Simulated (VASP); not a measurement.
Set up this calculation in VASP 6.6.1, as the native input.

```yaml
Task: single point
Functional: PBE
Potentials_or_basis: VASP PAW PBE potentials, release 64 (Al, Cu)
Cutoff: 520 eV
k_mesh: 18 × 18 × 4
Occupations: gaussian, width 0.1 eV
Spin: no spin polarisation
Dipole_correction: no
Further_INCAR_settings: ALGO = Fast; EDIFF = 1e-06; NBANDS = 22
```

The structure of Al5Cu lies in POSCAR:

```
Al5Cu
1.0
    2.7490737483     -0.0000000279      0.0000000000
   -1.3745368500      2.3807677168      0.0000000000
    0.0000000000      0.0000000000     13.0227165080
Al Cu
5 1
Direct
    0.0000000000      0.0000000000      0.0000000000
    0.3333333333      0.6666666667      0.8264504926
    0.6666666667      0.3333333333      0.6528850218
    0.3333333333      0.6666666667      0.3471149782
    0.6666666667      0.3333333333      0.1735495074
    0.0000000000      0.0000000000      0.5000000000
```

This cell differs from its parent crystal: volume scaled by 0.91, then relaxed in part.

The input as run:

INCAR

```
ALGO = Fast ; EDIFF = 1E-6
ENCUT = 520 ; GGA = PE
ISIF = 2 ; ISMEAR = 0
LASPH = True ; LCHARG = False
LREAL = False ; LWAVE = False
NBANDS = 22 ; NELM = 100
PREC = Accurate ; SIGMA = 0.1
```

KPOINTS

```
k-points
0
Gamma
  18 18 4
```

Potentials or basis: VASP PAW PBE potentials, release 64 (Al, Cu).

Command:

```bash
$ cat potpaw_PBE.64/Al/POTCAR potpaw_PBE.64/Cu/POTCAR > POTCAR
$ mpirun -np 1 vasp_std > vasp.out
```

It gave:

The pressure is 10.0 GPa and the largest force is 0.017 eV/Å. The band gap on the k mesh is zero (band 13 reaches 11.81 eV, above the bottom of band 14 at 7.55 eV).

It took 3.2 min on 1 thread of Intel(R) Xeon(R) 6975P-C (Granite Rapids) (shared host), peak memory 0.35 GiB.
